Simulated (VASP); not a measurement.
Write the native input for VASP 6.6.1 that does the following.

```yaml
Task: relaxation of the atoms
Functional: PBEsol
Potentials_or_basis: VASP PAW PBE potentials, release 64 (Hf_pv, N)
Cutoff: 520 eV
k_mesh: 12 × 12 × 1
Occupations: gaussian, width 0.1 eV
Spin: no spin polarisation
Dipole_correction: yes
Further_INCAR_settings: ALGO = Normal; EDIFF = 1e-06; IBRION = 2; EDIFFG = -0.02; NSW = 80
```

The structure of Hf5N4 lies in POSCAR:

```
Hf5N4
1.0
    3.1830776067      0.0000000000      0.0000000000
   -1.5915388033      2.7566260696      0.0000000000
    0.0000000000      0.0000000000     25.3958879306
Hf N
5 4
Direct
    0.3333333333      0.6666666667      0.2953234012
    0.0000000000      0.0000000000      0.3976617006
    0.6666666667      0.3333333333      0.5000000000
    0.3333333333      0.6666666667      0.6023382994
    0.0000000000      0.0000000000      0.7046765988
    0.6666666667      0.3333333333      0.3464925509
    0.3333333333      0.6666666667      0.4488308503
    0.0000000000      0.0000000000      0.5511691497
    0.6666666667      0.3333333333      0.6535074491
```

The input as run:

INCAR

```
SYSTEM = Hf5N4
PREC = Accurate ; ENCUT = 520
EDIFF = 1E-6 ; ISMEAR = 0
SIGMA = 0.1 ; LREAL = .FALSE.
LASPH = .TRUE. ; NELM = 100
ALGO = Normal ; ISIF = 2
LWAVE = .FALSE. ; LCHARG = .FALSE.
LDIPOL = .TRUE. ; IDIPOL = 3
DIPOL = 0.5 0.5 0.500 ; GGA = PS
IBRION = 2 ; NSW = 80
EDIFFG = -0.02
```

KPOINTS

```
Automatic mesh
0
G
  12 12 1
  0 0 0
```

Potentials or basis: VASP PAW PBE potentials, release 64 (Hf_pv, N).

Launch:

```console
$ cat potpaw_PBE.64/Hf_pv/POTCAR potpaw_PBE.64/N/POTCAR > POTCAR
$ mpirun -np 1 vasp_std > vasp.out
```

Results of the run:

The energy gained by relaxing is 5.8 meV/atom and the ionic steps are 11. The largest force after relaxing is 0.008 eV/Å. The band gap on the k mesh is zero (bands 35 and 36 overlap by 0.52 eV).

Caveat: the PAW data sets were made with another functional, which shifts forces and pressure a little; spin-orbit coupling is left out, which moves the levels of the heavy elements.

Run time: 9.8 min on 1 thread of Intel(R) Xeon(R) 6975P-C (Granite Rapids), on a shared host, peak memory 0.41 GiB.
